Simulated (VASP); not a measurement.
# TiO2 (I4_1/amd) in VASP: settings compared

TiO2 is run at these levels: PBE, LDA; tasks: electric field gradients.

Program: VASP 6.6.1. These are calculated values, not measurements. Logs are shortened: lines on timing, memory, paths and dates and some standing lists are left out, and cuts for length are marked.

### Step 1. The cell of the first run

It takes space group I4_1/amd (No. 141, tetragonal). The conventional cell has a = 3.784 Å, b = 3.784 Å, c = 9.515 Å, α = 90.00°, β = 90.00°, γ = 90.00°. Within 2.6 Å of Ti (site symmetry -4m2) lie 6 O at 1.93 to 1.98 Å. Within 2.6 Å of O (site symmetry 2mm) lie 3 Ti at 1.93 to 1.98 Å and 2 O at 2.47 Å.

### Step 2. Electric field gradients, PBE

INCAR

```
PREC = Accurate ; ENCUT = 520
EDIFF = 1E-8 ; ISMEAR = 0
SIGMA = 0.025 ; LREAL = F
LASPH = T ; NELM = 80
ALGO = Normal ; ISIF = 2
LWAVE = F ; LCHARG = F
GGA = PE ; LEFG = T
NBANDS = 33
```

KPOINTS

```
Automatic mesh
0
Gamma
  11 11 11
```

POSCAR

```
TiO2
1.0
   -1.8921000000      1.8921000000      4.7573000000
    1.8921000000     -1.8921000000      4.7573000000
    1.8921000000      1.8921000000     -4.7573000000
Ti O
2 4
Direct
    0.0000000000      0.0000000000      0.0000000000
    0.7500000000      0.2500000000      0.5000000000
    0.2081000000      0.2081000000      0.0000000000
    0.9581000000      0.4581000000      0.5000000000
    0.5419000000      0.0419000000      0.5000000000
    0.7919000000      0.7919000000      0.0000000000
```

Potentials or basis: VASP PAW PBE potentials, release 64 (Ti_sv, O).

Started as:

```console
cat potpaw_PBE.64/Ti_sv/POTCAR potpaw_PBE.64/O/POTCAR > POTCAR
mpirun -np 1 vasp_std > vasp.out
```

OUTCAR:

```text
PREC = Accurate
   ENCUT = 520
   EDIFF = 1E-8
   ISMEAR = 0
   LREAL = F
   LASPH = T
   NELM = 80
   ISIF = 2
   GGA = PE

 ion  position               nearest neighbor table
   1  0.000  0.000  0.000-   5 1.93   4 1.93   5 1.93   4 1.93   3 1.98   6 1.98
   2  0.750  0.250  0.500-   6 1.93   3 1.93   6 1.93   3 1.93   4 1.98   5 1.98
   3  0.208  0.208  0.000-   2 1.93   2 1.93   1 1.98
   4  0.958  0.458  0.500-   1 1.93   1 1.93   2 1.98
   5  0.542  0.042  0.500-   1 1.93   1 1.93   2 1.98
   6  0.792  0.792  0.000-   2 1.93   2 1.93   1 1.98

  LATTYP: Found a body centered tetragonal cell.
 ALAT       =     3.7842000000
 C/A-ratio  =     2.5142962846

  Lattice vectors:

 A1 = (  -1.8921000000,   1.8921000000,   4.7573000000)
 A2 = (   1.8921000000,  -1.8921000000,   4.7573000000)
 A3 = (   1.8921000000,   1.8921000000,  -4.7573000000)

Analysis of symmetry for initial positions (statically):
=====================================================================
 Subroutine PRICEL returns:
 Original cell was already a primitive cell.

 Routine SETGRP: Setting up the symmetry group for a
 body centered tetragonal supercell.

 Subroutine GETGRP returns: Found 16 space group operations
 (whereof  8 operations were pure point group operations)
 out of a pool of 16 trial point group operations.

The static configuration has the point symmetry D_2d.
 The point group associated with its full space group is D_4h.

Analysis of symmetry for dynamics (positions and initial velocities):
=====================================================================
 Subroutine PRICEL returns:
 Original cell was already a primitive cell.

 Routine SETGRP: Setting up the symmetry group for a
 body centered tetragonal supercell.

 Subroutine GETGRP returns: Found 16 space group operations
 (whereof  8 operations were pure point group operations)
 out of a pool of 16 trial point group operations.

The dynamic configuration has the point symmetry D_2d.
 The point group associated with its full space group is D_4h.

 Subroutine INISYM returns: Found 16 space group operations
 (whereof  8 operations are pure point group operations),
 and found     1 'primitive' translations

----------------------------------------------------------------------------------------

                                     Primitive cell

  volume of cell :      68.1253

  direct lattice vectors                    reciprocal lattice vectors
    -1.892100000  1.892100000  4.757300000     0.000000000  0.264256646  0.105101633
     1.892100000 -1.892100000  4.757300000     0.264256646  0.000000000  0.105101633
     1.892100000  1.892100000 -4.757300000     0.264256646  0.264256646  0.000000000

  length of vectors
     5.458203744  5.458203744  5.458203744     0.284390450  0.284390450  0.373715333

  position of ions in fractional coordinates (direct lattice)
     0.000000000  0.000000000  0.000000000
     0.750000000  0.250000000  0.500000000
     0.208100000  0.208100000  0.000000000
     0.958100000  0.458100000  0.500000000
     0.541900000  0.041900000  0.500000000
     0.791900000  0.791900000  0.000000000

  ion indices of the primitive-cell ions
   primitive index   ion index
                 1           1
                 2           2
                 3           3
                 4           4
                 5           5
                 6           6

----------------------------------------------------------------------------------------

 KPOINTS: Automatic mesh

Automatic generation of k-mesh.
 Grid dimensions read from file:
 generate k-points for:   11   11   11

 Generating k-lattice:

  Cartesian coordinates                     Fractional coordinates (reciprocal lattice)
     0.000000000  0.024023331  0.009554694     0.090909091  0.000000000  0.000000000
     0.024023331  0.000000000  0.009554694     0.000000000  0.090909091  0.000000000
     0.024023331  0.024023331  0.000000000     0.000000000  0.000000000  0.090909091
[... 56 lines left out ...]
   NELM   =     80;   NELMIN=  2; NELMDL= -5     # of ELM steps
   EDIFF  = 0.1E-07   stopping-criterion for ELM
   LREAL  =      F    real-space projection
   EDIFFG = 0.1E-06   stopping-criterion for IOM
   NSW    =      0    number of steps for IOM
   IBRION =     -1    ionic relax: 0-MD 1-quasi-New 2-CG
   NFREE  =      0    steps in history (QN), initial steepest desc. (CG)
   ISIF   =      2    stress and relaxation
   ISYM   =      2    0-nonsym 1-usesym 2-fastsym
   POTIM  = 0.5000    time-step for ionic-motion
   TEBEG  =    0.0;   TEEND  =   0.0 temperature during run
   PSTRESS=    0.0 pullay stress
   NELECT =      48.0000    total number of electrons
   NUPDOWN=      -1.0000    fix difference up-down
   EMIN   =  10.00;   EMAX   =-10.00  energy-range for DOS
   EFERMI =   0.00;   METHOD = LEGACY
   ISMEAR =     0;   SIGMA  =   0.03  broadening in eV -4-tet -1-fermi 0-gaus
   EFERMI_NEDOS =   21; number of points for ismear=-14 and -15
   IALGO  =     38    algorithm
   IMIX   =      4    mixing-type and parameters
     AMIX     =   0.40;   BMIX     =  1.00
     AMIX_MAG =   1.60;   BMIX_MAG =  1.00
  volume/ion in A,a.u.               =      11.35        76.62
  Fermi-wavevector in a.u.,A,eV,Ry     =   1.456752  2.752862 28.873289  2.122127
  Thomas-Fermi vector in A             =   2.573634
   LORBIT       =      0    0 simple, 1 ext, 2 COOP (PROOUT), +10 PAW based schemes
   GGA     = PE    functional components
   LHFCALC =     F    Hartree Fock is set to
   AEXX    =    0.0000 exact exchange contribution
   IVDW    =     0    specifies the selected vdW correction
   LEPSILON=     F    determine dielectric tensor
   LRPA    =     F    only Hartree local field effects (RPA)
 non-spin polarized calculation
 Gauss-broadening in eV      SIGMA  =   0.03
  energy-cutoff  :      520.00
  volume of cell :       68.13
 maximum number of plane-waves:      1849
 NGX is ok and might be reduce to    42
   NGX = 21   NGY = 21   NGZ = 21

 number of electron      47.9999989 magnetization

 Free energy of the ion-electron system (eV)
  ---------------------------------------------------
  ext. energy  EPLUGINS =         0.00000000
  ---------------------------------------------------
  free energy    TOTEN  =       -53.82579428 eV

  energy without entropy =      -53.82579428  energy(sigma->0) =      -53.82579428

 E-fermi :   3.5882     XC(G=0): -10.7368

 val. band max:        3.4065822248   @ k =  -0.4545   0.4545   0.0000
 cond. band min:       5.5048812339   @ k =   0.0000   0.0000   0.0000
 fundamental gap:      2.0982990091
 Fermi energy:         3.5882079437

 k-point     1 :       0.0000    0.0000    0.0000
  band No.  band energies     occupation
      1     -52.9928      2.00000
      2     -52.9322      2.00000
      3     -29.4598      2.00000
      4     -29.2184      2.00000
      5     -29.2184      2.00000
      6     -29.1465      2.00000
[... 853 lines left out ...]
     32       9.7106      0.00000
     33       9.7392      0.00000

 [... further k-points ...]

------------------------ aborting loop because EDIFF is reached ----------------------------------------

  FORCE on cell =-STRESS in cart. coord.  units (eV):
  Direction    XX          YY          ZZ          XY          YZ          ZX
  --------------------------------------------------------------------------------------
  -------------------------------------------------------------------------------------
  Total        2.3032382      2.3032382      2.8899332      0.0000000     -0.0000000      0.0000000
  in kB       54.1677422     54.1677422     67.9656822      0.0000000     -0.0000000      0.0000000
  external PRESSURE =      58.7670555 kB  Pullay stress =       0.0000000 kB

 VOLUME and BASIS-vectors are now :
 -----------------------------------------------------------------------------
  energy-cutoff  :      520.00
  volume of cell :       68.13
      direct lattice vectors                 reciprocal lattice vectors
    -1.892100000  1.892100000  4.757300000     0.000000000  0.264256646  0.105101633
     1.892100000 -1.892100000  4.757300000     0.264256646  0.000000000  0.105101633
     1.892100000  1.892100000 -4.757300000     0.264256646  0.264256646  0.000000000

 POSITION                                       TOTAL-FORCE (eV/Angst)
 -----------------------------------------------------------------------------------
      0.00000      0.00000      0.00000         0.000000      0.000000      0.000000
      0.00000      1.89210      2.37865         0.000000      0.000000      0.000000
      0.00000      0.00000      1.97999        -0.000000     -0.000000      0.124527
      0.00000      1.89210      4.35864         0.000000      0.000000      0.124527
      0.00000      1.89210      0.39866        -0.000000     -0.000000     -0.124527
      0.00000      0.00000      7.53461        -0.000000     -0.000000     -0.124527
 -----------------------------------------------------------------------------------
    total drift:                                0.000000      0.000000      0.000000

  FREE ENERGIE OF THE ION-ELECTRON SYSTEM (eV)
  ---------------------------------------------------
  free  energy   TOTEN  =       -53.8257942802 eV

  energy  without entropy=      -53.8257942802  energy(sigma->0) =      -53.82579428

 Electric field gradients (V/A^2)
---------------------------------------------------------------------
 ion       V_xx      V_yy      V_zz      V_xy      V_xz      V_yz
---------------------------------------------------------------------
   1      -3.875    -3.875     7.750    -0.001     0.000     0.000
   2      -3.875    -3.875     7.750    -0.001     0.000     0.000
   3     -10.964    16.908    -5.943    -0.000    -0.001    -0.001
   4      16.908   -10.964    -5.943    -0.000    -0.001    -0.001
   5     -10.964    16.908    -5.943    -0.000    -0.001    -0.001
   6      16.908   -10.964    -5.943    -0.000    -0.001    -0.001
---------------------------------------------------------------------

 Electric field gradients after diagonalization (V/A^2)
 (convention: |V_zz| > |V_xx| > |V_yy|)
----------------------------------------------------------------------
 ion       V_xx      V_yy      V_zz     asymmetry (V_yy - V_xx)/ V_zz
----------------------------------------------------------------------
   1      -3.876    -3.874     7.750       0.000
   2      -3.876    -3.874     7.750       0.000
   3     -10.964    -5.943    16.908       0.297
   4     -10.964    -5.943    16.908       0.297
   5     -10.964    -5.943    16.908       0.297
   6     -10.964    -5.943    16.908       0.297
----------------------------------------------------------------------

           NMR quadrupolar parameters

 Cq : quadrupolar parameter    Cq=e*Q*V_zz/h
 eta: asymmetry parameters     (V_yy - V_xx)/ V_zz
 Q  : nuclear electric quadrupole moment in mb (millibarn)
----------------------------------------------------------------------
 ion       Cq(MHz)       eta       Q (mb)
----------------------------------------------------------------------
   1       0.019       0.000       1.000
   2       0.019       0.000       1.000
   3       0.041       0.297       1.000
   4       0.041       0.297       1.000
   5       0.041       0.297       1.000
   6       0.041       0.297       1.000
----------------------------------------------------------------------
```

It took 9.7 min on 1 thread of Intel Xeon Platinum 8259CL at 2.50GHz (Skylake/Cascade Lake), shared host; peak memory 0.39 GiB.

What came out:

```yaml
Free_energy: -53.8258 eV
Pressure: 5.9 GPa
Largest_force: 0.125 eV/Å
Band_gap_on_the_k_mesh: 2.10 eV (least direct gap 2.44 eV)
Largest_electric_field_gradient_by_atom: Ti +7.8; O +16.9 V/Å²
```

Forces on the atoms (eV/Å):
```
Ti   0.000  0.000  0.000
Ti   0.000  0.000  0.000
O    0.000  0.000  0.125
O    0.000  0.000  0.125
O    0.000  0.000 -0.125
O    0.000  0.000 -0.125
```

Electric field gradients, principal values (V/Å²):
| atom | least | middle | greatest (by size) |
| --- | --- | --- | --- |
| 1 Ti | -3.874 | -3.876 | 7.750 |
| 2 Ti | -3.874 | -3.876 | 7.750 |
| 3 O | -5.943 | -10.964 | 16.908 |
| 4 O | -5.943 | -10.964 | 16.908 |
| 5 O | -5.943 | -10.964 | 16.908 |
| 6 O | -5.943 | -10.964 | 16.908 |

Caveat: the cell stands under pressure; without QUAD_EFG the Cq values of the log hold for a quadrupole moment of 1 mb, not for the nuclei; an odd mesh through Γ misses points on the zone boundary, where band edges can lie.

### Step 3. Electric field gradients, LDA

INCAR

```
SYSTEM = TiO2
PREC     = Accurate       ! precision mode
ENCUT    = 520            ! plane-wave cutoff, eV
EDIFF    = 1E-8           ! SCF threshold, eV
ISMEAR   = -1             ! smearing method
SIGMA    = 0.02           ! smearing width, eV
LREAL    = .FALSE.        ! projectors in reciprocal space
LASPH    = .TRUE.         ! aspherical terms in the spheres
NELM     = 100            ! most SCF steps
ALGO     = Normal         ! electronic algorithm
ISIF     = 2              ! what is computed and relaxed
LWAVE    = .FALSE.        ! write WAVECAR
LCHARG   = .FALSE.        ! write CHGCAR
LEFG     = .TRUE.       
NBANDS   = 33             ! bands
```

KPOINTS

```
Automatic mesh
0
G
  11 11 11
  0 0 0
```

POSCAR

```
TiO2
1.0
   -1.8921000000      1.8921000000      4.7573000000
    1.8921000000     -1.8921000000      4.7573000000
    1.8921000000      1.8921000000     -4.7573000000
Ti O
2 4
Direct
    0.0000000000      0.0000000000      0.0000000000
    0.7500000000      0.2500000000      0.5000000000
    0.2087868538      0.2087868538      0.0000000000
    0.9587868538      0.4587868538      0.5000000000
    0.5412131462      0.0412131462      0.5000000000
    0.7912131462      0.7912131462      0.0000000000
```

Potentials or basis: VASP PAW LDA potentials, release 64 (Ti_sv, O).

Started as:

```console
cat potpaw_LDA.64/Ti_sv/POTCAR potpaw_LDA.64/O/POTCAR > POTCAR
mpirun -np 1 vasp_std > vasp.out
```

OUTCAR:

```text
SYSTEM = TiO2
   PREC = Accurate
   ENCUT = 520
   EDIFF = 1E-8
   ISMEAR = -1
   LREAL = .FALSE.
   LASPH = .TRUE.
   NELM = 100
   ISIF = 2

 ion  position               nearest neighbor table
   1  0.000  0.000  0.000-   5 1.93   4 1.93   5 1.93   4 1.93   3 1.99   6 1.99
   2  0.750  0.250  0.500-   6 1.93   3 1.93   6 1.93   3 1.93   4 1.99   5 1.99
   3  0.209  0.209  0.000-   2 1.93   2 1.93   1 1.99
   4  0.959  0.459  0.500-   1 1.93   1 1.93   2 1.99
   5  0.541  0.041  0.500-   1 1.93   1 1.93   2 1.99
   6  0.791  0.791  0.000-   2 1.93   2 1.93   1 1.99

  LATTYP: Found a body centered tetragonal cell.
 ALAT       =     3.7842000000
 C/A-ratio  =     2.5142962846

[... 1105 lines left out ...]
   3      -7.885    13.189    -5.303     0.000    -0.001    -0.001
   4      13.189    -7.885    -5.303     0.000    -0.001    -0.001
   5      -7.885    13.189    -5.303     0.000    -0.001    -0.001
   6      13.189    -7.885    -5.303     0.000    -0.001    -0.001
---------------------------------------------------------------------

 Electric field gradients after diagonalization (V/A^2)
 (convention: |V_zz| > |V_xx| > |V_yy|)
----------------------------------------------------------------------
 ion       V_xx      V_yy      V_zz     asymmetry (V_yy - V_xx)/ V_zz
----------------------------------------------------------------------
   1      -6.757    -6.755    13.513       0.000
   2      -6.757    -6.755    13.513       0.000
   3      -7.885    -5.303    13.189       0.196
   4      -7.885    -5.303    13.189       0.196
   5      -7.885    -5.303    13.189       0.196
   6      -7.885    -5.303    13.189       0.196
----------------------------------------------------------------------

           NMR quadrupolar parameters

 Cq : quadrupolar parameter    Cq=e*Q*V_zz/h
 eta: asymmetry parameters     (V_yy - V_xx)/ V_zz
 Q  : nuclear electric quadrupole moment in mb (millibarn)
----------------------------------------------------------------------
 ion       Cq(MHz)       eta       Q (mb)
----------------------------------------------------------------------
   1       0.033       0.000       1.000
   2       0.033       0.000       1.000
   3       0.032       0.196       1.000
   4       0.032       0.196       1.000
   5       0.032       0.196       1.000
   6       0.032       0.196       1.000
----------------------------------------------------------------------
```

stdout:

```text
POSCAR found type information on POSCAR TiO
 POSCAR found :  2 types and       6 ions
 scaLAPACK will be used
 LDA part: xc-table for (Slater(with rela. corr.)+CA(PZ))
 , standard interpolation
 POSCAR, INCAR and KPOINTS ok, starting setup
 FFT: planning ... GRIDC
 FFT: planning ... GRID_SOFT
 FFT: planning ... GRID
 WAVECAR not read
 entering main loop
ion   1

ion   2

ion   3

ion   4

ion   5

ion   6
```

Wall time 8.5 min (1 thread of Intel Xeon Platinum 8259CL at 2.50GHz (Skylake/Cascade Lake), shared host); peak memory 0.37 GiB.

Results:

```
Free energy                             : -58.8053 eV
Pressure                                : -5.9 GPa
Largest force                           : 0.187 eV/Å
Band gap on the k mesh                  : 1.97 eV (least direct gap 2.34 eV)
Largest electric field gradient by atom : Ti +13.5; O +13.2 V/Å²
```

Forces in eV/Å, atoms in the order of the input:
```
Ti   0.000  0.000  0.000
Ti   0.000  0.000  0.000
O    0.000  0.000 -0.187
O    0.000  0.000 -0.187
O    0.000  0.000  0.187
O    0.000  0.000  0.187
```

Levels at points of the mesh, in eV from the valence-band top:
```tsv
k point	band 21	band 22	band 23	band 24	band 25	band 26	band 27	band 28
(0.00, 0.00, 0.00)	-0.80	-0.80	-0.51	-0.51	1.97	2.73	3.85	3.85
```

Electric field gradients, principal values (V/Å²):
| atom | least | middle | greatest (by size) |
| --- | --- | --- | --- |
| 1 Ti | -6.755 | -6.757 | 13.513 |
| 2 Ti | -6.755 | -6.757 | 13.513 |
| 3 O | -5.303 | -7.885 | 13.189 |
| 4 O | -5.303 | -7.885 | 13.189 |
| 5 O | -5.303 | -7.885 | 13.189 |
| 6 O | -5.303 | -7.885 | 13.189 |

Caveat: the cell stands under tension; without QUAD_EFG the Cq values of the log hold for a quadrupole moment of 1 mb, not for the nuclei; an odd mesh through Γ misses points on the zone boundary, where band edges can lie.
